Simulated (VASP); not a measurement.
# Ti2O (P6_3/mmc) in VASP: notebook

Ti2O is run at these levels: PBEsol; tasks: single point, relaxation of cell and atoms.

All numbers are computed with VASP 6.6.1; they aren't measurements. Logs are shortened: lines on timing, memory, paths and dates and some standing lists are left out, and cuts for length are marked.

### 1 The cell of the first run

It takes space group P6_3/mmc (No. 194, hexagonal). Conventional cell: a = 2.890 Å, b = 2.890 Å, c = 9.940 Å, α = 90.00°, β = 90.00°, γ = 120.00°. Within 2.9 Å of Ti (site symmetry 3m) lie 3 O at 2.16 Å and 10 Ti at 2.75 to 2.89 Å. O (site symmetry -6m2) has 6 Ti at 2.16 Å and 6 O at 2.89 Å within 2.9 Å.

### 2 Single point, PBEsol

Input file INCAR:

```
PREC = Accurate
ENCUT = 520
EDIFF = 1E-6
ISMEAR = 0
SIGMA = 0.1
LREAL = F
LASPH = T
NELM = 100
ALGO = Normal
ISIF = 2
LWAVE = F
LCHARG = F
GGA = PS
NBANDS = 39
```

Input file KPOINTS:

```
regular mesh
0
Gamma
  6 6 2
```

Input file POSCAR:

```
Ti2O
1.0
    2.8901332527      0.0000000000      0.0000000000
   -1.4450666264      2.5029288172      0.0000000000
    0.0000000000      0.0000000000      9.9401574754
Ti O
4 2
Direct
    0.6666666667      0.3333333333      0.8884173597
    0.3333333333      0.6666666667      0.3884173597
    0.6666666667      0.3333333333      0.6115826403
    0.3333333333      0.6666666667      0.1115826403
    0.0000000000      0.0000000000      0.7500000000
    0.0000000000      0.0000000000      0.2500000000
```

Potentials or basis: VASP PAW PBE potentials, release 64 (Ti_sv, O).

Started as:

```
$ cat potpaw_PBE.64/Ti_sv/POTCAR potpaw_PBE.64/O/POTCAR > POTCAR
$ mpirun -np 1 vasp_std > vasp.out
```

OUTCAR:

```text
PREC = Accurate
   ENCUT = 520
   EDIFF = 1E-6
   ISMEAR = 0
   LREAL = F
   LASPH = T
   NELM = 100
   ISIF = 2
   GGA = PS

 ion  position               nearest neighbor table
   1  0.667  0.333  0.888-   5 2.16   5 2.16   5 2.16   3 2.75   4 2.78   4 2.78   4 2.78
   2  0.333  0.667  0.388-   6 2.16   6 2.16   6 2.16   4 2.75   3 2.78   3 2.78   3 2.78
   3  0.667  0.333  0.612-   5 2.16   5 2.16   5 2.16   1 2.75   2 2.78   2 2.78   2 2.78
   4  0.333  0.667  0.112-   6 2.16   6 2.16   6 2.16   2 2.75   1 2.78   1 2.78   1 2.78
   5  0.000  0.000  0.750-   1 2.16   3 2.16   1 2.16   3 2.16   1 2.16   3 2.16
   6  0.000  0.000  0.250-   2 2.16   4 2.16   2 2.16   4 2.16   2 2.16   4 2.16

  LATTYP: Found a hexagonal cell.
 ALAT       =     2.8901332527
 C/A-ratio  =     3.4393422747

  Lattice vectors:

 A1 = (   2.8901332527,   0.0000000000,   0.0000000000)
 A2 = (  -1.4450666264,   2.5029288172,   0.0000000000)
 A3 = (   0.0000000000,   0.0000000000,   9.9401574754)

Analysis of symmetry for initial positions (statically):
=====================================================================
 Subroutine PRICEL returns:
 Original cell was already a primitive cell.

 Routine SETGRP: Setting up the symmetry group for a
 hexagonal supercell.

 Subroutine GETGRP returns: Found 24 space group operations
 (whereof 12 operations were pure point group operations)
 out of a pool of 24 trial point group operations.

The static configuration has the point symmetry D_3d.
 The point group associated with its full space group is D_6h.

Analysis of symmetry for dynamics (positions and initial velocities):
=====================================================================
 Subroutine PRICEL returns:
 Original cell was already a primitive cell.

 Routine SETGRP: Setting up the symmetry group for a
 hexagonal supercell.

 Subroutine GETGRP returns: Found 24 space group operations
 (whereof 12 operations were pure point group operations)
 out of a pool of 24 trial point group operations.

The dynamic configuration has the point symmetry D_3d.
 The point group associated with its full space group is D_6h.

 Subroutine INISYM returns: Found 24 space group operations
 (whereof 12 operations are pure point group operations),
 and found     1 'primitive' translations

----------------------------------------------------------------------------------------

                                     Primitive cell

  volume of cell :      71.9051

  direct lattice vectors                    reciprocal lattice vectors
     2.890133253  0.000000000  0.000000000     0.346004808  0.199765969  0.000000000
    -1.445066626  2.502928817  0.000000000     0.000000000  0.399531938  0.000000000
     0.000000000  0.000000000  9.940157475     0.000000000  0.000000000  0.100602028

  length of vectors
     2.890133253  2.890133253  9.940157475     0.399531938  0.399531938  0.100602028

  position of ions in fractional coordinates (direct lattice)
     0.666666667  0.333333333  0.888417360
     0.333333333  0.666666667  0.388417360
     0.666666667  0.333333333  0.611582640
     0.333333333  0.666666667  0.111582640
     0.000000000  0.000000000  0.750000000
     0.000000000  0.000000000  0.250000000

  ion indices of the primitive-cell ions
   primitive index   ion index
                 1           1
                 2           2
                 3           3
                 4           4
                 5           5
                 6           6

----------------------------------------------------------------------------------------

 KPOINTS: regular mesh

Automatic generation of k-mesh.
 Grid dimensions read from file:
 generate k-points for:    6    6    2

 Generating k-lattice:

  Cartesian coordinates                     Fractional coordinates (reciprocal lattice)
     0.057667468  0.033294328  0.000000000     0.166666667  0.000000000  0.000000000
     0.000000000  0.066588656  0.000000000     0.000000000  0.166666667  0.000000000
     0.000000000  0.000000000  0.050301014     0.000000000  0.000000000  0.500000000

  Length of vectors
     0.066588656  0.066588656  0.050301014

  Shift w.r.t. Gamma in fractional coordinates (k-lattice)
     0.000000000  0.000000000  0.000000000

 Subroutine IBZKPT returns following result:
 ===========================================

 Found     14 irreducible k-points:

 Following reciprocal coordinates:
            Coordinates               Weight
  0.000000  0.000000  0.000000      1.000000
  0.166667  0.000000  0.000000      6.000000
  0.333333  0.000000  0.000000      6.000000
  0.500000  0.000000  0.000000      3.000000
  0.166667  0.166667  0.000000      6.000000
  0.333333  0.166667  0.000000     12.000000
  0.333333  0.333333  0.000000      2.000000
  0.000000  0.000000  0.500000      1.000000
  0.166667  0.000000  0.500000      6.000000
  0.333333  0.000000  0.500000      6.000000
  0.500000  0.000000  0.500000      3.000000
  0.166667  0.166667  0.500000      6.000000
  0.333333  0.166667  0.500000     12.000000
  0.333333  0.333333  0.500000      2.000000
   k-points           NKPTS =     14   k-points in BZ     NKDIM =     14   number of bands    NBANDS=     39
   number of dos      NEDOS =    301   number of ions     NIONS =      6
   total plane-waves  NPLWV =  46080
   dimension x,y,z NGX =    24 NGY =   24 NGZ =   80
   dimension x,y,z NGXF=    48 NGYF=   48 NGZF=  160
   ions per type =               4   2
   NGX,Y,Z   is equivalent  to a cutoff of  13.81, 13.81, 13.38 a.u.
   NGXF,Y,Z  is equivalent  to a cutoff of  27.61, 27.61, 26.76 a.u.
 SYSTEM =  unknown system
   PREC   = accura    normal or accurate (medium, high low for compatibility)
   ISTART =      0    job   : 0-new  1-cont  2-samecut
   ICHARG =      2    charge: 1-file 2-atom 10-const
   ISPIN  =      1    spin polarized calculation?
   LNONCOLLINEAR =      F non collinear calculations
   LSORBIT =      F    spin-orbit coupling
   LASPH  =      T    aspherical Exc in radial PAW
   ENCUT  =  520.0 eV  38.22 Ry    6.18 a.u.   5.37  5.37 18.48*2*pi/ulx,y,z
   NELM   =    100;   NELMIN=  2; NELMDL= -5     # of ELM steps
   EDIFF  = 0.1E-05   stopping-criterion for ELM
   LREAL  =      F    real-space projection
   EDIFFG = 0.1E-04   stopping-criterion for IOM
   NSW    =      0    number of steps for IOM
   IBRION =     -1    ionic relax: 0-MD 1-quasi-New 2-CG
   NFREE  =      0    steps in history (QN), initial steepest desc. (CG)
   ISIF   =      2    stress and relaxation
   ISYM   =      2    0-nonsym 1-usesym 2-fastsym
   POTIM  = 0.5000    time-step for ionic-motion
   TEBEG  =    0.0;   TEEND  =   0.0 temperature during run
   PSTRESS=    0.0 pullay stress
   NELECT =      60.0000    total number of electrons
   NUPDOWN=      -1.0000    fix difference up-down
   EMIN   =  10.00;   EMAX   =-10.00  energy-range for DOS
   EFERMI =   0.00;   METHOD = LEGACY
   ISMEAR =     0;   SIGMA  =   0.10  broadening in eV -4-tet -1-fermi 0-gaus
   EFERMI_NEDOS =   21; number of points for ismear=-14 and -15
   IALGO  =     38    algorithm
   IMIX   =      4    mixing-type and parameters
     AMIX     =   0.40;   BMIX     =  1.00
     AMIX_MAG =   1.60;   BMIX_MAG =  1.00
  volume/ion in A,a.u.               =      11.98        80.87
  Fermi-wavevector in a.u.,A,eV,Ry     =   1.541246  2.912533 32.319824  2.375440
  Thomas-Fermi vector in A             =   2.647219
   LORBIT       =      0    0 simple, 1 ext, 2 COOP (PROOUT), +10 PAW based schemes
   GGA     = PS    functional components
   LHFCALC =     F    Hartree Fock is set to
   AEXX    =    0.0000 exact exchange contribution
   IVDW    =     0    specifies the selected vdW correction
   LEPSILON=     F    determine dielectric tensor
   LRPA    =     F    only Hartree local field effects (RPA)
 non-spin polarized calculation
 Gauss-broadening in eV      SIGMA  =   0.10
  energy-cutoff  :      520.00
  volume of cell :       71.91
 maximum number of plane-waves:      1993
 NGX is ok and might be reduce to    24
   NGX = 11   NGY = 11   NGZ = 37

 number of electron      59.9999984 magnetization

 Free energy of the ion-electron system (eV)
  ---------------------------------------------------
  ext. energy  EPLUGINS =         0.00000000
  ---------------------------------------------------
  free energy    TOTEN  =       -54.56905577 eV

  energy without entropy =      -54.55083716  energy(sigma->0) =      -54.55994646

 E-fermi :   9.7560     XC(G=0): -12.5282

 val. band max:        9.7236025393   @ k =   0.1667   0.0000   0.5000
 cond. band min:       9.7625134048   @ k =   0.1667   0.0000   0.0000
 fundamental gap:      0.0389108654
 Fermi energy:         9.7560326509

 k-point     1 :       0.0000    0.0000    0.0000
  band No.  band energies     occupation
      1     -47.1174      2.00000
      2     -47.0705      2.00000
      3     -47.0161      2.00000
      4     -46.9682      2.00000
      5     -23.9536      2.00000
      6     -23.5415      2.00000
[... 31 lines left out ...]
     38      11.4205      0.00000
     39      11.8732      0.00000

 k-point     2 :       0.1667    0.0000    0.0000
  band No.  band energies     occupation
      1     -47.0878      2.00000
      2     -47.0419      2.00000
      3     -46.9984      2.00000
      4     -46.9516      2.00000
      5     -23.8867      2.00000
      6     -23.5392      2.00000
[... 31 lines left out ...]
     38      11.6277      0.00000
     39      11.7073      0.00000

 k-point     3 :       0.3333    0.0000    0.0000
  band No.  band energies     occupation
      1     -47.0246      2.00000
      2     -46.9808      2.00000
      3     -46.9663      2.00000
      4     -46.9219      2.00000
      5     -23.7749      2.00000
      6     -23.6971      2.00000
[... 412 lines left out ...]
 k-point    13 :       0.3333    0.1667    0.5000
  band No.  band energies     occupation
      1     -46.9773      2.00000
      2     -46.9773      2.00000
      3     -46.9226      2.00000
      4     -46.9226      2.00000
      5     -23.7010      2.00000
      6     -23.7010      2.00000
[... 31 lines left out ...]
     38      12.4715      0.00000
     39      12.7117      0.00000

 k-point    14 :       0.3333    0.3333    0.5000
  band No.  band energies     occupation
      1     -46.9595      2.00000
      2     -46.9595      2.00000
      3     -46.9170      2.00000
      4     -46.9170      2.00000
      5     -23.6410      2.00000
      6     -23.6410      2.00000
[... 31 lines left out ...]
     38      11.9365      0.00000
     39      12.3202      0.00000

------------------------ aborting loop because EDIFF is reached ----------------------------------------

  FORCE on cell =-STRESS in cart. coord.  units (eV):
  Direction    XX          YY          ZZ          XY          YZ          ZX
  --------------------------------------------------------------------------------------
  -------------------------------------------------------------------------------------
  Total       -0.0416703     -0.0416703     -0.0075363      0.0000000      0.0000000      0.0000000
  in kB       -0.9284903     -0.9284903     -0.1679221      0.0000000      0.0000000      0.0000000
  external PRESSURE =      -0.6749676 kB  Pullay stress =       0.0000000 kB

 VOLUME and BASIS-vectors are now :
 -----------------------------------------------------------------------------
  energy-cutoff  :      520.00
  volume of cell :       71.91
      direct lattice vectors                 reciprocal lattice vectors
     2.890133253  0.000000000  0.000000000     0.346004808  0.199765969  0.000000000
    -1.445066626  2.502928817  0.000000000     0.000000000  0.399531938  0.000000000
     0.000000000  0.000000000  9.940157475     0.000000000  0.000000000  0.100602028

 POSITION                                       TOTAL-FORCE (eV/Angst)
 -----------------------------------------------------------------------------------
      1.44507      0.83431      8.83101        -0.000000      0.000000      0.058212
     -0.00000      1.66862      3.86093         0.000000     -0.000000      0.058212
      1.44507      0.83431      6.07923        -0.000000      0.000000     -0.058212
     -0.00000      1.66862      1.10915         0.000000     -0.000000     -0.058212
      0.00000      0.00000      7.45512        -0.000000      0.000000      0.000000
      0.00000      0.00000      2.48504        -0.000000     -0.000000     -0.000000
 -----------------------------------------------------------------------------------
    total drift:                               -0.000000      0.000000     -0.000000

  FREE ENERGIE OF THE ION-ELECTRON SYSTEM (eV)
  ---------------------------------------------------
  free  energy   TOTEN  =       -54.5690557651 eV

  energy  without entropy=      -54.5508371642  energy(sigma->0) =      -54.55994646
```

Run time: 24 s. Hardware: 1 thread of Intel Xeon 6975P-C (Granite Rapids), shared host; peak memory 0.2 GiB.

What came out:

| Property | Result |
| --- | --- |
| Free energy | -54.5691 eV |
| Pressure | -0.1 GPa |
| Largest force | 0.058 eV/Å |
| Band gap on the k mesh | zero (bands 30 and 31 overlap by 1.08 eV) |

Forces in eV/Å, atoms in the order of the input:
```
Ti   0.000  0.000  0.058
Ti   0.000  0.000  0.058
Ti   0.000  0.000 -0.058
Ti   0.000  0.000 -0.058
O    0.000  0.000  0.000
O    0.000  0.000  0.000
```

Caveat: the k points lie up to 0.42 Å⁻¹ apart, too coarse for converged energies and pressures of a metal; the PAW data sets were made with another functional, which shifts forces and pressure a little.

### 3 Single point, PBEsol

Input file INCAR:

```
  PREC = Accurate
  ENCUT = 520
  EDIFF = 1E-6
  ISMEAR = 0
  SIGMA = 0.1
  LREAL = False
  LASPH = True
  NELM = 60
  ALGO = Normal
  ISIF = 2
  LWAVE = False
  LCHARG = False
  GGA = PS
  NBANDS = 39
```

Input file KPOINTS:

```
regular mesh
0
Gamma
  12 12 4
```

Input file POSCAR:

```
Ti2O
1.0
    2.8864900382      0.0000000000      0.0000000000
   -1.4432450191      2.4997737008      0.0000000000
    0.0000000000      0.0000000000      9.9494643382
Ti O
4 2
Direct
    0.6666666667      0.3333333333      0.8881851045
    0.3333333333      0.6666666667      0.3881851045
    0.6666666667      0.3333333333      0.6118148955
    0.3333333333      0.6666666667      0.1118148955
    0.0000000000      0.0000000000      0.7500000000
    0.0000000000      0.0000000000      0.2500000000
```

Potentials or basis: VASP PAW PBE potentials, release 64 (Ti_sv, O).

Started as:

```
$ cat potpaw_PBE.64/Ti_sv/POTCAR potpaw_PBE.64/O/POTCAR > POTCAR
$ mpirun -np 1 vasp_std > vasp.out
```

Run time: 73 s. Hardware: 1 thread of Intel Xeon 6975P-C (Granite Rapids), shared host; peak memory 0.27 GiB.

Results (log left out):

```
Free energy            : -54.5746 eV
Pressure               : 0.2 GPa
Largest force          : 0.039 eV/Å
Band gap on the k mesh : zero (bands 30 and 31 overlap by 1.10 eV)
```

Forces in eV/Å, atoms in the order of the input:
```
Ti   0.000  0.000  0.039
Ti   0.000  0.000  0.039
Ti   0.000  0.000 -0.039
Ti   0.000  0.000 -0.039
O    0.000  0.000  0.000
O    0.000  0.000  0.000
```

Levels at points of the mesh, in eV from the Fermi level:
```
           k point  band 27  band 28  band 29  band 30  band 31  band 32  band 33  band 34
(0.00, 0.00, 0.00)    -1.81    -0.44    -0.01     0.61     0.61     0.73     0.73     0.79
(0.50, 0.00, 0.00)    -1.14    -0.99    -0.81    -0.54    -0.49     0.70     1.22     2.02
(0.00, 0.00, 0.50)    -1.28    -1.28     0.56     0.56     0.56     0.56     1.00     1.00
(0.50, 0.00, 0.50)    -1.25    -1.25    -0.70    -0.70     0.20     0.20     1.55     1.55
```

Caveat: the PAW data sets were made with another functional, which shifts forces and pressure a little.

(Part 1 of 2 ends here.)
